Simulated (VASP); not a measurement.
Crystal: AlN.

```xyz
2
Lattice="0.0000 1.9690 1.9690 1.9690 0.0000 1.9690 1.9690 1.9690 0.0000" Properties=species:S:1:pos:R:3 pbc="T T T"
Al    0.0000    0.0000    0.0000
N     1.9690    1.9690    1.9690
```

| Item | Value |
| --- | --- |
| Program | VASP 6.6.1 |
| Task | relaxation of cell and atoms |
| Functional | PBE |
| Potentials or basis | VASP PAW PBE potentials, release 64 (Al, N) |
| Cutoff | 600 eV |
| k mesh | 8 × 8 × 8 |
| Occupations | gaussian, width 0.1 eV |
| Spin | no spin polarisation |

At the start: pressure 30.0 GPa; volume 7.63 Å³/atom.

Task: Where does the relaxation end?

Result: Over 3 steps the energy falls by 67.7 meV/atom and the volume is 8.43 Å³/atom (+10.5 %); space group Fm-3m (No. 225, to 0.05 Å).

The path:
| step | energy change (eV) | largest force (eV/Å) | pressure (GPa) | volume (Å³) |
| --- | --- | --- | --- | --- |
| 1 | 0.0000 | 0.0000 | 29.98 | 15.27 |
| 2 | -0.0073 | 0.0000 | -20.86 | 18.65 |
| 3 | -0.1354 | 0.0000 | -0.40 | 16.87 |

Final structure:
```
CELL_PARAMETERS angstrom
0.00000 2.03545 2.03545
2.03545 0.00000 2.03545
2.03545 2.03545 0.00000
ATOMIC_POSITIONS crystal
Al 0.00000 0.00000 0.00000
N 0.50000 0.50000 0.50000
```

Caveat: the volume moved by +10 % from the deposited cell, more than functionals usually miss.
